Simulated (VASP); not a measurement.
# Sc3Al (P4/mmm) in VASP: notebook, part 2 of 2

VASP 6.6.1. Earlier steps stand in the parts before.

### 3 Single point, PBEsol (strain +0.0375 x Voigt [1, 1, 0, 0, 0, 0])

Input file INCAR:

```
SYSTEM = Sc3Al
ALGO = Fast
EDIFF = 1E-7
ENCUT = 520
GGA = PS
ISIF = 2
ISMEAR = 0
LASPH = .True.
LCHARG = .False.
LREAL = .False.
LWAVE = .False.
NBANDS = 26
NELM = 100
PREC = Accurate
SIGMA = 0.15
```

Input file KPOINTS:

```
k-points
0
Gamma
  12 12 12
  0 0 0
```

Input file POSCAR:

```
Sc3Al
1.0
    4.5388498105      0.0000000000      0.0000000000
    0.0000000000      4.5388498105      0.0000000000
    0.0000000000      0.0000000000      4.3747949981
Sc Al
3 1
Direct
    0.5000000000      0.0000000000      0.5000000000
    0.0000000000      0.5000000000      0.5000000000
    0.5000000000      0.5000000000      0.0000000000
    0.0000000000      0.0000000000      0.0000000000
```

Potentials or basis: VASP PAW PBE potentials, release 64 (Sc_sv, Al).

Launch:

```
$ cat potpaw_PBE.64/Sc_sv/POTCAR potpaw_PBE.64/Al/POTCAR > POTCAR
$ mpirun -np 1 vasp_std > vasp.out
```

OUTCAR:

```text
SYSTEM = Sc3Al
   EDIFF = 1E-7
   ENCUT = 520
   GGA = PS
   ISIF = 2
   ISMEAR = 0
   LASPH = .True.
   LREAL = .False.
   NELM = 100
   PREC = Accurate

 ion  position               nearest neighbor table
   1  0.500  0.000  0.500-   3 3.15   4 3.15   3 3.15   4 3.15   3 3.15   3 3.15   4 3.15   4 3.15
                             2 3.21   2 3.21   2 3.21   2 3.21
   2  0.000  0.500  0.500-   3 3.15   4 3.15   3 3.15   4 3.15   4 3.15   4 3.15   3 3.15   3 3.15
                             1 3.21   1 3.21   1 3.21   1 3.21
   3  0.500  0.500  0.000-   1 3.15   2 3.15   1 3.15   2 3.15   1 3.15   1 3.15   2 3.15   2 3.15
                             4 3.21   4 3.21   4 3.21   4 3.21
   4  0.000  0.000  0.000-   1 3.15   2 3.15   1 3.15   2 3.15   2 3.15   2 3.15   1 3.15   1 3.15
                             3 3.21   3 3.21   3 3.21   3 3.21

  LATTYP: Found a simple tetragonal cell.
 ALAT       =     4.5388498105
 C/A-ratio  =     0.9638554217

  Lattice vectors:

 A1 = (   4.5388498105,   0.0000000000,   0.0000000000)
 A2 = (   0.0000000000,   4.5388498105,   0.0000000000)
 A3 = (   0.0000000000,   0.0000000000,   4.3747949981)

Analysis of symmetry for initial positions (statically):
=====================================================================
 Subroutine PRICEL returns:
 Original cell was already a primitive cell.

 Routine SETGRP: Setting up the symmetry group for a
 simple tetragonal supercell.

 Subroutine GETGRP returns: Found 16 space group operations
 (whereof 16 operations were pure point group operations)
 out of a pool of 16 trial point group operations.

The static configuration has the point symmetry D_4h.

Analysis of symmetry for dynamics (positions and initial velocities):
=====================================================================
 Subroutine PRICEL returns:
 Original cell was already a primitive cell.

 Routine SETGRP: Setting up the symmetry group for a
 simple tetragonal supercell.

 Subroutine GETGRP returns: Found 16 space group operations
 (whereof 16 operations were pure point group operations)
 out of a pool of 16 trial point group operations.

The dynamic configuration has the point symmetry D_4h.

 Subroutine INISYM returns: Found 16 space group operations
 (whereof 16 operations are pure point group operations),
 and found     1 'primitive' translations

----------------------------------------------------------------------------------------

                                     Primitive cell

  volume of cell :      90.1258

  direct lattice vectors                    reciprocal lattice vectors
     4.538849811  0.000000000  0.000000000     0.220320134  0.000000000  0.000000000
     0.000000000  4.538849811  0.000000000     0.000000000  0.220320134  0.000000000
     0.000000000  0.000000000  4.374794998     0.000000000  0.000000000  0.228582139

  length of vectors
     4.538849811  4.538849811  4.374794998     0.220320134  0.220320134  0.228582139

  position of ions in fractional coordinates (direct lattice)
     0.500000000  0.000000000  0.500000000
     0.000000000  0.500000000  0.500000000
     0.500000000  0.500000000  0.000000000
     0.000000000  0.000000000  0.000000000

  ion indices of the primitive-cell ions
   primitive index   ion index
                 1           1
                 2           2
[... 30 lines left out ...]
            Coordinates               Weight
  0.000000  0.000000  0.000000      1.000000
  0.083333  0.000000  0.000000      4.000000
  0.166667  0.000000  0.000000      4.000000
  0.250000  0.000000  0.000000      4.000000
  0.333333  0.000000  0.000000      4.000000
  0.416667  0.000000  0.000000      4.000000
[... 16 lines left out ...]
  0.333333  0.333333  0.000000      4.000000
  0.416667  0.333333  0.000000      8.000000
 [... further k-points ...]
   k-points           NKPTS =    196   k-points in BZ     NKDIM =    196   number of bands    NBANDS=     26
   number of dos      NEDOS =    301   number of ions     NIONS =      4
   total plane-waves  NPLWV =  46656
   dimension x,y,z NGX =    36 NGY =   36 NGZ =   36
   dimension x,y,z NGXF=    72 NGYF=   72 NGZF=   72
   ions per type =               3   1
   NGX,Y,Z   is equivalent  to a cutoff of  13.19, 13.19, 13.68 a.u.
   NGXF,Y,Z  is equivalent  to a cutoff of  26.37, 26.37, 27.36 a.u.
 SYSTEM =  Sc3Al
   PREC   = accura    normal or accurate (medium, high low for compatibility)
   ISTART =      0    job   : 0-new  1-cont  2-samecut
   ICHARG =      2    charge: 1-file 2-atom 10-const
   ISPIN  =      1    spin polarized calculation?
   LNONCOLLINEAR =      F non collinear calculations
   LSORBIT =      F    spin-orbit coupling
   LASPH  =      T    aspherical Exc in radial PAW
   ENCUT  =  520.0 eV  38.22 Ry    6.18 a.u.   8.44  8.44  8.13*2*pi/ulx,y,z
   NELM   =    100;   NELMIN=  2; NELMDL= -5     # of ELM steps
   EDIFF  = 0.1E-06   stopping-criterion for ELM
   LREAL  =      F    real-space projection
   EDIFFG = 0.1E-05   stopping-criterion for IOM
   NSW    =      0    number of steps for IOM
   IBRION =     -1    ionic relax: 0-MD 1-quasi-New 2-CG
   NFREE  =      0    steps in history (QN), initial steepest desc. (CG)
   ISIF   =      2    stress and relaxation
   ISYM   =      2    0-nonsym 1-usesym 2-fastsym
   POTIM  = 0.5000    time-step for ionic-motion
   TEBEG  =    0.0;   TEEND  =   0.0 temperature during run
   PSTRESS=    0.0 pullay stress
   NELECT =      36.0000    total number of electrons
   NUPDOWN=      -1.0000    fix difference up-down
   EMIN   =  10.00;   EMAX   =-10.00  energy-range for DOS
   EFERMI =   0.00;   METHOD = LEGACY
   ISMEAR =     0;   SIGMA  =   0.15  broadening in eV -4-tet -1-fermi 0-gaus
   EFERMI_NEDOS =   21; number of points for ismear=-14 and -15
   IALGO  =     68    algorithm
   IMIX   =      4    mixing-type and parameters
     AMIX     =   0.40;   BMIX     =  1.00
     AMIX_MAG =   1.60;   BMIX_MAG =  1.00
  volume/ion in A,a.u.               =      22.53       152.05
  Fermi-wavevector in a.u.,A,eV,Ry     =   1.205663  2.278372 19.777741  1.453623
  Thomas-Fermi vector in A             =   2.341353
   LORBIT       =      0    0 simple, 1 ext, 2 COOP (PROOUT), +10 PAW based schemes
   GGA     = PS    functional components
   LHFCALC =     F    Hartree Fock is set to
   AEXX    =    0.0000 exact exchange contribution
   IVDW    =     0    specifies the selected vdW correction
   LEPSILON=     F    determine dielectric tensor
   LRPA    =     F    only Hartree local field effects (RPA)
 non-spin polarized calculation
 RMM-DIIS sequential band-by-band and
 Gauss-broadening in eV      SIGMA  =   0.15
  energy-cutoff  :      520.00
  volume of cell :       90.13
 maximum number of plane-waves:      2454
 NGX is ok and might be reduce to    36
   NGX = 17   NGY = 17   NGZ = 17

 number of electron      36.0000006 magnetization

 Free energy of the ion-electron system (eV)
  ---------------------------------------------------
  ext. energy  EPLUGINS =         0.00000000
  ---------------------------------------------------
  free energy    TOTEN  =       -24.87056905 eV

  energy without entropy =      -24.80354763  energy(sigma->0) =      -24.83705834

 E-fermi :   4.3692     XC(G=0): -10.0595

 val. band max:        4.3617172886   @ k =   0.3333   0.0000   0.0833
 cond. band min:       4.3736273436   @ k =   0.0833   0.0000   0.3333
 fundamental gap:      0.0119100550
 Fermi energy:         4.3692075951

 k-point     1 :       0.0000    0.0000    0.0000
  band No.  band energies     occupation
      1     -44.9449      2.00000
      2     -44.8613      2.00000
      3     -44.8542      2.00000
      4     -23.8184      2.00000
      5     -23.8184      2.00000
      6     -23.8084      2.00000
[... 685 lines left out ...]
     25       6.7575      0.00000
     26       7.0818      0.00000

 [... further k-points ...]

------------------------ aborting loop because EDIFF is reached ----------------------------------------

  FORCE on cell =-STRESS in cart. coord.  units (eV):
  Direction    XX          YY          ZZ          XY          YZ          ZX
  --------------------------------------------------------------------------------------
  -------------------------------------------------------------------------------------
  Total       -2.7750470     -2.7750470     -1.6294241      0.0000000     -0.0000000      0.0000000
  in kB      -49.3323263    -49.3323263    -28.9664580      0.0000000     -0.0000000      0.0000000
  external PRESSURE =     -42.5437036 kB  Pullay stress =       0.0000000 kB

 VOLUME and BASIS-vectors are now :
 -----------------------------------------------------------------------------
  energy-cutoff  :      520.00
  volume of cell :       90.13
      direct lattice vectors                 reciprocal lattice vectors
     4.538849811  0.000000000  0.000000000     0.220320134  0.000000000  0.000000000
     0.000000000  4.538849811  0.000000000     0.000000000  0.220320134  0.000000000
     0.000000000  0.000000000  4.374794998     0.000000000  0.000000000  0.228582139

 POSITION                                       TOTAL-FORCE (eV/Angst)
 -----------------------------------------------------------------------------------
      2.26942      0.00000      2.18740         0.000000      0.000000      0.000000
      0.00000      2.26942      2.18740         0.000000      0.000000      0.000000
      2.26942      2.26942      0.00000         0.000000      0.000000      0.000000
      0.00000      0.00000      0.00000         0.000000      0.000000      0.000000
 -----------------------------------------------------------------------------------
    total drift:                                0.000000      0.000000      0.000000

  FREE ENERGIE OF THE ION-ELECTRON SYSTEM (eV)
  ---------------------------------------------------
  free  energy   TOTEN  =       -24.8705690495 eV

  energy  without entropy=      -24.8035476252  energy(sigma->0) =      -24.83705834
```

It took 6.1 min on 1 thread of Intel Xeon 6975P-C (Granite Rapids), shared host; peak memory 0.48 GiB.

Results:

| Property | Result |
| --- | --- |
| Free energy | -24.8706 eV |
| Pressure | -4.3 GPa |
| Band gap on the k mesh | zero (bands 18 and 19 overlap by 1.44 eV) |

Stress tensor (GPa, compression positive):
```
-4.93  0.00  0.00
 0.00 -4.93  0.00
 0.00  0.00 -2.90
```

Levels at points of the mesh, in eV from the Fermi level:
```
           k point  band 16  band 17  band 18  band 19  band 20  band 21
(0.00, 0.00, 0.00)    -0.90    -0.41    -0.34    -0.34     0.42     0.42
(0.50, 0.00, 0.00)    -0.85    -0.59     0.10     0.18     0.75     0.95
(0.50, 0.50, 0.00)    -1.64    -0.73     0.33     0.50     0.50     1.15
(0.00, 0.00, 0.50)    -0.84    -0.84     0.16     0.20     0.75     0.75
(0.50, 0.00, 0.50)    -1.51    -0.93     0.14     0.43     0.47     0.98
(0.50, 0.50, 0.50)    -1.46    -1.16    -1.11    -1.11     0.33     1.20
```

Caveat: the cell differs from its parent crystal (strain +0.0375 x Voigt [1, 1, 0, 0, 0, 0]); the cell stands under tension; the PAW data sets were made with another functional, which shifts forces and pressure a little.
